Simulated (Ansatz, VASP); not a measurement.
# P3OsW: VASP beside Ansatz

```
P Os W
1.0
     3.62437    0.00000    0.00000
     0.00000    3.62437    0.00000
     0.00000    0.00000    6.32166
P Os W
3 1 1
Cartesian
  1.8122 1.8122 6.2009
  0.0000 1.8122 2.4111
  1.8122 0.0000 2.4111
  1.8122 1.8122 3.8100
  0.0000 0.0000 0.7182
```

Alike in both runs: functional PBE; k mesh 10 × 10 × 6; occupations gaussian, width 0.1 eV; no spin polarisation.

Ansatz relaxed the structure, and its values are those at the end. VASP's run is a single point on that final structure, the one shown.

|  | VASP | Ansatz |
| --- | --- | --- |
| version | VASP 6.6.1 | Ansatz 0.2.0 |
| potentials or method | VASP PAW PBE potentials, release 64 (P, Os, W_sv), cutoff 520 eV | scalar-relativistic, plane waves, PAW |
| valence electrons in the cell | 37 | 45 |

Ansatz gave:

```
gap on the k mesh at the Fermi level (eV) : none
pressure (GPa)                            : 0.0
rms of the force components (eV/Å)        : 0.003
```

What did VASP give for the same quantities?

gap on the k mesh at the Fermi level (eV): none; pressure (GPa): 0.4; rms of the force components (eV/Å): 0.036.

A gap of «none» marks a metal or a gap that the smearing closes. The functional is the same, so the differences come from potentials, cutoffs and numerics. VASP's potentials hold 37 valence electrons a cell and Ansatz's 45, so a difference there can come from the potentials and not from the codes.

Neither program's run includes spin-orbit coupling.
